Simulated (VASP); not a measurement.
Runs of VASP 6.6.1 on HfC. The structure is that of space group Fm-3m (No. 225), or close to it. The cells are those of the table. 

```csv
task,cell,gap on the mesh (eV),pressure (GPa)
electric field gradients,"a = 3.239 Å, angles 62.0°, 2 atoms",none,-0.3
single point,"a = 3.244 Å, angles 60.0°, 2 atoms",none,(b)
electric field gradients,"a = 3.310 Å, angles 60.0°, 2 atoms",none,(a)
electric field gradients,"a = 3.321 Å, angles 58.7°, 2 atoms",none,-0.4
single point,"a = 3.266 Å, angles 60.0°, 2 atoms",none,4.5
```

Alike in all rows: level PBE; potentials or basis VASP PAW PBE potentials, release 64 (Hf_pv, C); no spin polarisation; k mesh 15 × 15 × 15; cutoff (eV) 520; smearing fermi-dirac 0.05 eV.

Question: Fill in the values left out.

Answer: (a) -5.0; (b) 10.1.

Caveats: spin-orbit coupling is left out, which moves the levels of the heavy elements; the cell stands under pressure (at least some runs); the cell stands under tension (at least some runs).

A k mesh can miss the band edges, and the runs leave out spin-orbit coupling on Hf.

A gap of «none» marks levels without a gap at the run's occupations.
